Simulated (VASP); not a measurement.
# MgF2 (P4_2/mnm) in VASP: further runs

The runs below take MgF2 through single point, with HSE06, r2SCAN.

Program: VASP 6.6.1. These are calculated values, not measurements. Logs are shortened: lines on timing, memory, paths and dates and some standing lists are left out, and cuts for length are marked.

**1. The cell of the first run**

It takes space group P4_2/mnm (No. 136, tetragonal). The conventional cell has a = 4.483 Å, b = 4.483 Å, c = 2.955 Å, α = 90.00°, β = 90.00°, γ = 90.00°. Mg (site symmetry mmm) has 6 F at 1.91 to 1.94 Å within 2.5 Å. Within 2.5 Å of F (site symmetry m2m) lie 3 Mg at 1.91 to 1.94 Å.

**2. Single point, HSE06 (strain -3.0%)**

POSCAR reads:

```
MgF2
1.0
    4.4833555148      0.0000000000      0.0000000000
    0.0000000000      4.4833555148      0.0000000000
    0.0000000000      0.0000000000      2.9547284068
Mg F
2 4
Direct
    0.0000000000      0.0000000000      0.0000000000
    0.5000000000      0.5000000000      0.5000000000
    0.3014349717      0.3014349717      0.0000000000
    0.1985650283      0.8014349717      0.5000000000
    0.8014349717      0.1985650283      0.5000000000
    0.6985650283      0.6985650283      0.0000000000
```

INCAR.step1 reads:

```
SYSTEM = MgF2
PREC = Accurate
ENCUT = 520
EDIFF = 1E-5
ISMEAR = 0
SIGMA = 0.01
LREAL = .False.
LASPH = .True.
NELM = 120
ALGO = Normal
ISIF = 2
LWAVE = .True.
LCHARG = .False.
NBANDS = 25
GGA = PE
GGA_COMPAT = .False.
KPAR = 4
```

INCAR.step2 reads:

```
SYSTEM = MgF2
PREC = Accurate
ENCUT = 520
EDIFF = 1E-6
ISMEAR = 0
SIGMA = 0.01
LREAL = .False.
LASPH = .True.
NELM = 120
ALGO = Normal
ISIF = 2
LWAVE = .False.
LCHARG = .False.
GGA = PE
LHFCALC = .True.
HFSCREEN = 0.2079
PRECFOCK = Normal
NBANDS = 25
ISTART = 1
GGA_COMPAT = .False.
KPAR = 4
```

KPOINTS reads:

```
regular mesh
0
Gamma
  4 4 6
  0 0 0
```

Potentials or basis: VASP PAW PBE potentials, release 64 (Mg, F).

On the command line:

```
cat potpaw_PBE.64/Mg/POTCAR potpaw_PBE.64/F/POTCAR > POTCAR
cp INCAR.step1 INCAR
mpirun -np 4 vasp_std > vasp.out
cp INCAR.step2 INCAR
mpirun -np 4 vasp_std > vasp.out
```

OUTCAR:

```text
SYSTEM = MgF2
   PREC = Accurate
   ENCUT = 520
   EDIFF = 1E-6
   ISMEAR = 0
   LREAL = .False.
   LASPH = .True.
   NELM = 120
   ISIF = 2
   GGA = PE
   LHFCALC = .True.
   HFSCREEN = 0.2079
   PRECFOCK = Normal
   ISTART = 1

 ion  position               nearest neighbor table
   1  0.000  0.000  0.000-   3 1.91   6 1.91   5 1.94   4 1.94   4 1.94   5 1.94   2 3.50   2 3.50
                             2 3.50   2 3.50   2 3.50   2 3.50   2 3.50   2 3.50
   2  0.500  0.500  0.500-   4 1.91   5 1.91   3 1.94   6 1.94   3 1.94   6 1.94   1 3.50   1 3.50
                             1 3.50   1 3.50   1 3.50   1 3.50   1 3.50   1 3.50
   3  0.301  0.301  0.000-   1 1.91   2 1.94   2 1.94
   4  0.199  0.801  0.500-   2 1.91   1 1.94   1 1.94
   5  0.801  0.199  0.500-   2 1.91   1 1.94   1 1.94
   6  0.699  0.699  0.000-   1 1.91   2 1.94   2 1.94

  LATTYP: Found a simple tetragonal cell.
 ALAT       =     4.4833555148
 C/A-ratio  =     0.6590439676

  Lattice vectors:

 A1 = (   4.4833555148,   0.0000000000,   0.0000000000)
 A2 = (   0.0000000000,   4.4833555148,   0.0000000000)
 A3 = (   0.0000000000,   0.0000000000,   2.9547284068)

Analysis of symmetry for initial positions (statically):
=====================================================================
 Subroutine PRICEL returns:
 Original cell was already a primitive cell.

 Routine SETGRP: Setting up the symmetry group for a
 simple tetragonal supercell.

 Subroutine GETGRP returns: Found 16 space group operations
 (whereof  8 operations were pure point group operations)
 out of a pool of 16 trial point group operations.

The static configuration has the point symmetry D_2h.
 The point group associated with its full space group is D_4h.

Analysis of symmetry for dynamics (positions and initial velocities):
=====================================================================
 Subroutine PRICEL returns:
 Original cell was already a primitive cell.

 Routine SETGRP: Setting up the symmetry group for a
 simple tetragonal supercell.

 Subroutine GETGRP returns: Found 16 space group operations
 (whereof  8 operations were pure point group operations)
 out of a pool of 16 trial point group operations.

The dynamic configuration has the point symmetry D_2h.
 The point group associated with its full space group is D_4h.

 Subroutine INISYM returns: Found 16 space group operations
 (whereof  8 operations are pure point group operations),
 and found     1 'primitive' translations

----------------------------------------------------------------------------------------

                                     Primitive cell

  volume of cell :      59.3914

  direct lattice vectors                    reciprocal lattice vectors
     4.483355515  0.000000000  0.000000000     0.223047224  0.000000000  0.000000000
     0.000000000  4.483355515  0.000000000     0.000000000  0.223047224  0.000000000
     0.000000000  0.000000000  2.954728407     0.000000000  0.000000000  0.338440581

  length of vectors
     4.483355515  4.483355515  2.954728407     0.223047224  0.223047224  0.338440581

  position of ions in fractional coordinates (direct lattice)
     0.000000000  0.000000000  0.000000000
     0.500000000  0.500000000  0.500000000
     0.301434972  0.301434972  0.000000000
     0.198565028  0.801434972  0.500000000
     0.801434972  0.198565028  0.500000000
     0.698565028  0.698565028  0.000000000

  ion indices of the primitive-cell ions
   primitive index   ion index
                 1           1
                 2           2
                 3           3
                 4           4
                 5           5
                 6           6

----------------------------------------------------------------------------------------

 KPOINTS: regular mesh

Automatic generation of k-mesh.
 Grid dimensions read from file:
 generate k-points for:    4    4    6

 Generating k-lattice:

  Cartesian coordinates                     Fractional coordinates (reciprocal lattice)
     0.055761806  0.000000000  0.000000000     0.250000000  0.000000000  0.000000000
     0.000000000  0.055761806  0.000000000     0.000000000  0.250000000  0.000000000
     0.000000000  0.000000000  0.056406764     0.000000000  0.000000000  0.166666667

  Length of vectors
     0.055761806  0.055761806  0.056406764

  Shift w.r.t. Gamma in fractional coordinates (k-lattice)
     0.000000000  0.000000000  0.000000000

 Subroutine IBZKPT returns following result:
 ===========================================

 Found     24 irreducible k-points:

 Following reciprocal coordinates:
            Coordinates               Weight
  0.000000  0.000000  0.000000      1.000000
  0.250000  0.000000  0.000000      4.000000
  0.500000  0.000000  0.000000      2.000000
  0.250000  0.250000  0.000000      4.000000
  0.500000  0.250000  0.000000      4.000000
  0.500000  0.500000  0.000000      1.000000
[... 16 lines left out ...]
  0.500000  0.250000  0.500000      4.000000
  0.500000  0.500000  0.500000      1.000000
   k-points           NKPTS =     24   k-points in BZ     NKDIM =     96   number of bands    NBANDS=     25
   number of dos      NEDOS =    301   number of ions     NIONS =      6
   total plane-waves  NPLWV =  31104
   dimension x,y,z NGX =    36 NGY =   36 NGZ =   24
   dimension x,y,z NGXF=    72 NGYF=   72 NGZF=   48
   ions per type =               2   4
   NGX,Y,Z   is equivalent  to a cutoff of  13.35, 13.35, 13.50 a.u.
   NGXF,Y,Z  is equivalent  to a cutoff of  26.70, 26.70, 27.01 a.u.
 SYSTEM =  MgF2
   PREC   = accura    normal or accurate (medium, high low for compatibility)
   ISTART =      1    job   : 0-new  1-cont  2-samecut
   ICHARG =      0    charge: 1-file 2-atom 10-const
   ISPIN  =      1    spin polarized calculation?
   LNONCOLLINEAR =      F non collinear calculations
   LSORBIT =      F    spin-orbit coupling
   LASPH  =      T    aspherical Exc in radial PAW
   ENCUT  =  520.0 eV  38.22 Ry    6.18 a.u.   8.34  8.34  5.49*2*pi/ulx,y,z
   NELM   =    120;   NELMIN=  2; NELMDL=  0     # of ELM steps
   EDIFF  = 0.1E-05   stopping-criterion for ELM
   LREAL  =      F    real-space projection
   EDIFFG = 0.1E-04   stopping-criterion for IOM
   NSW    =      0    number of steps for IOM
   IBRION =     -1    ionic relax: 0-MD 1-quasi-New 2-CG
   NFREE  =      0    steps in history (QN), initial steepest desc. (CG)
   ISIF   =      2    stress and relaxation
   ISYM   =      3    0-nonsym 1-usesym 2-fastsym
   POTIM  = 0.5000    time-step for ionic-motion
   TEBEG  =    0.0;   TEEND  =   0.0 temperature during run
   PSTRESS=    0.0 pullay stress
   NELECT =      32.0000    total number of electrons
   NUPDOWN=      -1.0000    fix difference up-down
   EMIN   =  10.00;   EMAX   =-10.00  energy-range for DOS
   EFERMI =   0.00;   METHOD = LEGACY
   ISMEAR =     0;   SIGMA  =   0.01  broadening in eV -4-tet -1-fermi 0-gaus
   EFERMI_NEDOS =   21; number of points for ismear=-14 and -15
   IALGO  =     38    algorithm
   IMIX   =      1    mixing-type and parameters
     AMIX     =   0.40;   BMIX     =  1.00
     AMIX_MAG =   1.60;   BMIX_MAG =  1.00
  volume/ion in A,a.u.               =       9.90        66.80
  Fermi-wavevector in a.u.,A,eV,Ry     =   1.332141  2.517381 24.144893  1.774600
  Thomas-Fermi vector in A             =   2.461098
   LORBIT       =      0    0 simple, 1 ext, 2 COOP (PROOUT), +10 PAW based schemes
   GGA     = PE    functional components
   LHFCALC =     T    Hartree Fock is set to
   PRECFOCK=normal    Normal, Fast or Accurate (Low or Medium for compatibility)
   ENCUT4O =  -1.0   cutoff for four orbital integrals eV
   NKREDX  =     1    reduce k-point grid by
   NKREDY  =     1    reduce k-point grid by
   NKREDZ  =     1    reduce k-point grid by
   AEXX    =    0.2500 exact exchange contribution
   HFSCREEN=    0.2079 screening length (either q_TF or 0.3 A-1)
   HFSCREENC=   0.2079 screening length for correlation (either q_TF or 0.3 A-1)
   ENCUTFOCK=  -1.0 apply spherical cutoff to Coloumb kernel
   IVDW    =     0    specifies the selected vdW correction
   LEPSILON=     F    determine dielectric tensor
   LRPA    =     F    only Hartree local field effects (RPA)
 non-spin polarized calculation
 Gauss-broadening in eV      SIGMA  =   0.01
  energy-cutoff  :      520.00
  volume of cell :       59.39
 maximum number of plane-waves:      1623
 NGX is ok and might be reduce to    36
  NGX = 28; NGY = 28; NGZ = 18

 number of electron      31.9999985 magnetization

 Free energy of the ion-electron system (eV)
  ---------------------------------------------------
  ext. energy  EPLUGINS =         0.00000000
  ---------------------------------------------------
  free energy    TOTEN  =       -38.07465275 eV

  energy without entropy =      -38.07465275  energy(sigma->0) =      -38.07465275

 E-fermi :  -2.2424     XC(G=0):  -8.3478

 val. band max:       -2.3858145021   @ k =   0.0000   0.0000   0.0000
 cond. band min:       7.7185471185   @ k =   0.0000   0.0000   0.0000
 fundamental gap:     10.1043616206
 Fermi energy:        -2.2424260118

 k-point     1 :       0.0000    0.0000    0.0000
  band No.  band energies     occupation
      1     -25.0863      2.00000
      2     -24.0684      2.00000
      3     -24.0684      2.00000
      4     -23.9326      2.00000
      5      -6.9757      2.00000
      6      -5.4199      2.00000
[... 17 lines left out ...]
     24      20.1864      0.00000
     25      20.1864      0.00000

 k-point     2 :       0.2500    0.0000    0.0000
  band No.  band energies     occupation
      1     -24.9613      2.00000
      2     -24.2740      2.00000
      3     -24.0339      2.00000
      4     -23.9062      2.00000
      5      -6.7188      2.00000
      6      -5.4060      2.00000
[... 17 lines left out ...]
     24      19.5276      0.00000
     25      20.0081      0.00000
[... 586 lines left out ...]
     24      16.8465      0.00000
     25      18.2643      0.00000

 k-point    24 :       0.5000    0.5000    0.5000
  band No.  band energies     occupation
      1     -24.2405      2.00000
      2     -24.2405      2.00000
      3     -24.0278      2.00000
      4     -24.0278      2.00000
      5      -6.6343      2.00000
      6      -6.6343      2.00000
[... 17 lines left out ...]
     24      16.5527      0.00000
     25      18.8649      0.00000

------------------------ aborting loop because EDIFF is reached ----------------------------------------

  FORCE on cell =-STRESS in cart. coord.  units (eV):
  Direction    XX          YY          ZZ          XY          YZ          ZX
  --------------------------------------------------------------------------------------
  -------------------------------------------------------------------------------------
  Total        4.5882054      4.5882054      4.9450520      0.0000000      0.0000000      0.0000000
  in kB      123.7740235    123.7740235    133.4005203      0.0000000      0.0000000      0.0000000
  external PRESSURE =     126.9828558 kB  Pullay stress =       0.0000000 kB

 VOLUME and BASIS-vectors are now :
 -----------------------------------------------------------------------------
  energy-cutoff  :      520.00
  volume of cell :       59.39
      direct lattice vectors                 reciprocal lattice vectors
     4.483355515  0.000000000  0.000000000     0.223047224  0.000000000  0.000000000
     0.000000000  4.483355515  0.000000000     0.000000000  0.223047224  0.000000000
     0.000000000  0.000000000  2.954728407     0.000000000  0.000000000  0.338440581

 POSITION                                       TOTAL-FORCE (eV/Angst)
 -----------------------------------------------------------------------------------
      0.00000      0.00000      0.00000         0.000000      0.000000      0.000000
      2.24168      2.24168      1.47736         0.000000      0.000000      0.000000
      1.35144      1.35144      0.00000         0.011638      0.011638     -0.000000
      0.89024      3.59312      1.47736        -0.011638      0.011638      0.000000
      3.59312      0.89024      1.47736         0.011638     -0.011638     -0.000000
      3.13192      3.13192      0.00000        -0.011638     -0.011638      0.000000
 -----------------------------------------------------------------------------------
    total drift:                                0.000439      0.000439      0.000000

  FREE ENERGIE OF THE ION-ELECTRON SYSTEM (eV)
  ---------------------------------------------------
  free  energy   TOTEN  =       -38.0746527501 eV

  energy  without entropy=      -38.0746527501  energy(sigma->0) =      -38.07465275
```

Run time: 20 min. Hardware: 4 MPI ranks of AMD EPYC 9R45 (Zen 5), shared host; peak memory 0.29 GiB.

Results:

* Free energy: -38.0747 eV
* Pressure: 12.7 GPa
* Largest force: 0.016 eV/Å
* Band gap on the k mesh: 10.10 eV, direct

Forces in eV/Å, atoms in the order of the input:
```
Mg   0.000  0.000  0.000
Mg   0.000  0.000  0.000
F    0.012  0.012  0.000
F   -0.012  0.012  0.000
F    0.012 -0.012  0.000
F   -0.012 -0.012  0.000
```

Caveat: the cell differs from its parent crystal (strain -3.0%); the PAW data sets were made with another functional, which shifts forces and pressure a little.

[end of part 1 of 3]
